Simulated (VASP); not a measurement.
# ErV3 (Pm-3m) in VASP: single point with PBE

Aim: the single point of ErV3 with PBE.

All numbers are computed with VASP 6.6.1; they aren't measurements. Logs are shortened: lines on timing, memory, paths and dates and some standing lists are left out, and cuts for length are marked.

## Step 1: The cell of the first run

The structure is cubic, space group Pm-3m (No. 221). Conventional cell: a = 3.979 Å, b = 3.979 Å, c = 3.979 Å, α = 90.00°, β = 90.00°, γ = 90.00°. Within 3.7 Å of V (site symmetry 4/mmm) lie 8 V at 2.81 Å and 4 Er at 2.81 Å. Within 3.7 Å of Er (site symmetry m-3m) lie 12 V at 2.81 Å.

## Step 2: Single point, PBE

POSCAR

```
ErV3
1.0
    3.9786409800      0.0000000000      0.0000000000
    0.0000000000      3.9786409800      0.0000000000
    0.0000000000      0.0000000000      3.9786409800
V Er
3 1
Direct
    0.0000000000      0.5000000000      0.5000000000
    0.5000000000      0.0000000000      0.5000000000
    0.5000000000      0.5000000000      0.0000000000
    0.0000000000      0.0000000000      0.0000000000
```

INCAR.step1

```
PREC = Accurate
ENCUT = 520
EDIFF = 1E-6
ISMEAR = -1
SIGMA = 0.1
LREAL = False
LASPH = True
NELM = 100
ALGO = Normal
ISIF = 2
LWAVE = False
LCHARG = True
LMAXMIX = 6
GGA = PE
NBANDS = 38
```

KPOINTS.step1

```
regular mesh
0
Gamma
  6 6 6
```

INCAR.step2

```
PREC = Accurate
ENCUT = 520
EDIFF = 1E-6
ISMEAR = -5
SIGMA = 0.1
LREAL = False
LASPH = True
NELM = 100
ALGO = Normal
ISIF = 2
LWAVE = False
LCHARG = False
LMAXMIX = 6
GGA = PE
LORBIT = 11
NBANDS = 38
NEDOS = 1001
ICHARG = 11
```

KPOINTS.step2

```
regular mesh
0
Gamma
  9 9 9
```

Potentials or basis: VASP PAW PBE potentials, release 64 (V_sv, Er).

Run with:

```bash
$ cat potpaw_PBE.64/V_sv/POTCAR potpaw_PBE.64/Er/POTCAR > POTCAR
$ cp INCAR.step1 INCAR
$ cp KPOINTS.step1 KPOINTS
$ mpirun -np 1 vasp_std > vasp.out
$ cp INCAR.step2 INCAR
$ cp KPOINTS.step2 KPOINTS
$ mpirun -np 1 vasp_std > vasp.out
```

OUTCAR:

```text
PREC = Accurate
   ENCUT = 520
   EDIFF = 1E-6
   ISMEAR = -5
   LREAL = False
   LASPH = True
   NELM = 100
   ISIF = 2
   GGA = PE
   LORBIT = 11
   ICHARG = 11

 ion  position               nearest neighbor table
   1  0.000  0.500  0.500-   2 2.81   3 2.81   4 2.81   3 2.81   4 2.81   2 2.81   4 2.81   4 2.81
                             2 2.81   3 2.81   3 2.81   2 2.81
   2  0.500  0.000  0.500-   1 2.81   3 2.81   4 2.81   3 2.81   4 2.81   1 2.81   3 2.81   3 2.81
                             1 2.81   4 2.81   4 2.81   1 2.81
   3  0.500  0.500  0.000-   1 2.81   2 2.81   4 2.81   1 2.81   2 2.81   2 2.81   4 2.81   2 2.81
                             1 2.81   4 2.81   1 2.81   4 2.81
   4  0.000  0.000  0.000-   1 2.81   2 2.81   3 2.81   1 2.81   2 2.81   1 2.81   3 2.81   1 2.81
                             2 2.81   3 2.81   2 2.81   3 2.81

  LATTYP: Found a simple cubic cell.
 ALAT       =     3.9786409800

  Lattice vectors:

 A1 = (   3.9786409800,   0.0000000000,   0.0000000000)
 A2 = (   0.0000000000,   3.9786409800,   0.0000000000)
 A3 = (   0.0000000000,   0.0000000000,   3.9786409800)

Analysis of symmetry for initial positions (statically):
=====================================================================
 Subroutine PRICEL returns:
 Original cell was already a primitive cell.

 Routine SETGRP: Setting up the symmetry group for a
 simple cubic supercell.

 Subroutine GETGRP returns: Found 48 space group operations
 (whereof 48 operations were pure point group operations)
 out of a pool of 48 trial point group operations.

The static configuration has the point symmetry O_h .

Analysis of symmetry for dynamics (positions and initial velocities):
=====================================================================
 Subroutine PRICEL returns:
 Original cell was already a primitive cell.

 Routine SETGRP: Setting up the symmetry group for a
 simple cubic supercell.

 Subroutine GETGRP returns: Found 48 space group operations
 (whereof 48 operations were pure point group operations)
 out of a pool of 48 trial point group operations.

The dynamic configuration has the point symmetry O_h .

 Subroutine INISYM returns: Found 48 space group operations
 (whereof 48 operations are pure point group operations),
 and found     1 'primitive' translations

----------------------------------------------------------------------------------------

                                     Primitive cell

  volume of cell :      62.9802

[... 106 lines left out ...]
   NUPDOWN=      -1.0000    fix difference up-down
   EMIN   =  10.00;   EMAX   =-10.00  energy-range for DOS
   EFERMI =   0.00;   METHOD = LEGACY
   ISMEAR =    -5;   SIGMA  =   0.10  broadening in eV -4-tet -1-fermi 0-gaus
   EFERMI_NEDOS =   21; number of points for ismear=-14 and -15
   IALGO  =     38    algorithm
   IMIX   =      4    mixing-type and parameters
     AMIX     =   0.40;   BMIX     =  1.00
     AMIX_MAG =   1.60;   BMIX_MAG =  1.00
  volume/ion in A,a.u.               =      15.75       106.25
  Fermi-wavevector in a.u.,A,eV,Ry     =   1.619758  3.060898 35.696445  2.623615
  Thomas-Fermi vector in A             =   2.713807
   LORBIT       =     11    0 simple, 1 ext, 2 COOP (PROOUT), +10 PAW based schemes
   GGA     = PE    functional components
   LHFCALC =     F    Hartree Fock is set to
   AEXX    =    0.0000 exact exchange contribution
   IVDW    =     0    specifies the selected vdW correction
   LEPSILON=     F    determine dielectric tensor
   LRPA    =     F    only Hartree local field effects (RPA)
 non-spin polarized calculation
 Fermi weights with tetrahedron method with Bloechl corrections
  energy-cutoff  :      520.00
  volume of cell :       62.98
 maximum number of plane-waves:      1743
 NGX is ok and might be reduce to    30

 number of electron      61.0000045 magnetization

 Free energy of the ion-electron system (eV)
  ---------------------------------------------------
  ext. energy  EPLUGINS =         0.00000000
  ---------------------------------------------------
  free energy    TOTEN  =       -28.50259175 eV

  energy without entropy =      -28.50259175  energy(sigma->0) =      -28.50259175

 E-fermi :   7.6480     XC(G=0): -12.5100

 val. band max:        7.6725385147   @ k =   0.4444   0.4444   0.2222
 cond. band min:       7.6385803860   @ k =   0.4444   0.2222   0.1111
 fundamental gap:     -0.0339581287
 Fermi energy:         7.6480346500

 k-point     1 :       0.0000    0.0000    0.0000
  band No.  band energies     occupation
      1     -56.4715      2.00000
      2     -56.3710      2.00000
      3     -56.3710      2.00000
      4     -39.8250      2.00000
      5     -30.4674      2.00000
      6     -30.4674      2.00000
[... 973 lines left out ...]
     37       8.6907      0.00000
     38       8.9535      0.00000

 [... further k-points ...]

------------------------ aborting loop because EDIFF is reached ----------------------------------------

  FORCE on cell =-STRESS in cart. coord.  units (eV):
  Direction    XX          YY          ZZ          XY          YZ          ZX
  --------------------------------------------------------------------------------------
  -------------------------------------------------------------------------------------
  Total       -7.9238168     -7.9238168     -7.9238168      0.0000000      0.0000000     -0.0000000
  in kB     -201.5768971   -201.5768971   -201.5768971      0.0000000      0.0000000     -0.0000000
  external PRESSURE =    -201.5768971 kB  Pullay stress =       0.0000000 kB

 VOLUME and BASIS-vectors are now :
 -----------------------------------------------------------------------------
  energy-cutoff  :      520.00
  volume of cell :       62.98
      direct lattice vectors                 reciprocal lattice vectors
     3.978640980  0.000000000  0.000000000     0.251342105  0.000000000  0.000000000
     0.000000000  3.978640980  0.000000000     0.000000000  0.251342105  0.000000000
     0.000000000  0.000000000  3.978640980     0.000000000  0.000000000  0.251342105

 POSITION                                       TOTAL-FORCE (eV/Angst)
 -----------------------------------------------------------------------------------
      0.00000      1.98932      1.98932         0.000000      0.000000      0.000000
      1.98932      0.00000      1.98932         0.000000      0.000000      0.000000
      1.98932      1.98932      0.00000         0.000000      0.000000      0.000000
      0.00000      0.00000      0.00000         0.000000      0.000000      0.000000
 -----------------------------------------------------------------------------------
    total drift:                                0.000000      0.000000     -0.000000

  FREE ENERGIE OF THE ION-ELECTRON SYSTEM (eV)
  ---------------------------------------------------
  free  energy   TOTEN  =       -28.5025917496 eV

  energy  without entropy=      -28.5025917496  energy(sigma->0) =      -28.50259175

 total charge

# of ion       s       p       d       f       tot
--------------------------------------------------
    1        2.338   6.164   2.995   0.000  11.497
    2        2.338   6.164   2.995   0.000  11.497
    3        2.338   6.164   2.995   0.000  11.497
    4        2.155   5.791   0.725  11.517  20.189
--------------------------------------------------
tot          9.168  24.283   9.711  11.517  54.678
```

OUTCAR.step1:

```text
PREC = Accurate
   ENCUT = 520
   EDIFF = 1E-6
   ISMEAR = -1
   LREAL = False
   LASPH = True
[... 1045 lines left out ...]
      1.98932      0.00000      1.98932         0.000000      0.000000      0.000000
      1.98932      1.98932      0.00000         0.000000      0.000000      0.000000
      0.00000      0.00000      0.00000         0.000000      0.000000      0.000000
 -----------------------------------------------------------------------------------
    total drift:                                0.000000      0.000000     -0.000000

  FREE ENERGIE OF THE ION-ELECTRON SYSTEM (eV)
  ---------------------------------------------------
  free  energy   TOTEN  =       -28.7348242463 eV

  energy  without entropy=      -28.2715085336  energy(sigma->0) =      -28.50316639
```

OSZICAR.step1:

```text
N       E                     dE             d eps       ncg     rms          rms(c)
DAV:   1     0.729125128115E+03    0.72913E+03   -0.31112E+04  2498   0.816E+03
DAV:   2     0.565444169220E+02   -0.67258E+03   -0.65329E+03  2268   0.128E+03
[... 49 lines left out ...]
DAV:  52    -0.287348302892E+02    0.19551E-04   -0.93358E-05  2074   0.122E-01    0.351E-01
DAV:  53    -0.287348377856E+02   -0.74964E-05   -0.21795E-05  1834   0.475E-02    0.295E-01
DAV:  54    -0.287348292631E+02    0.85225E-05   -0.69861E-06  1542   0.528E-02    0.167E-01
DAV:  55    -0.287348254567E+02    0.38064E-05   -0.26155E-06  1012   0.379E-02    0.834E-02
DAV:  56    -0.287348241019E+02    0.13548E-05   -0.96024E-06  1290   0.646E-02    0.802E-02
DAV:  57    -0.287348242463E+02   -0.14440E-06   -0.17329E-06  1358   0.122E-02
   1 F= -.28734824E+02 E0= -.28503166E+02  d E =-.463316E+00
```

Run time: 4 min. Hardware: 1 thread of AMD EPYC 7R13 (Zen 3), shared host; peak memory 0.19 GiB.

What came out:

| Property | Result |
| --- | --- |
| Valence electrons inside the program's atomic spheres | V 11.50; Er 20.19 |

Caveat: spin-orbit coupling is left out, which moves the levels of the heavy elements; semilocal functionals describe open f shells poorly, which spoils levels, moments and volumes; tetrahedron occupations give inexact forces and stress in metals.
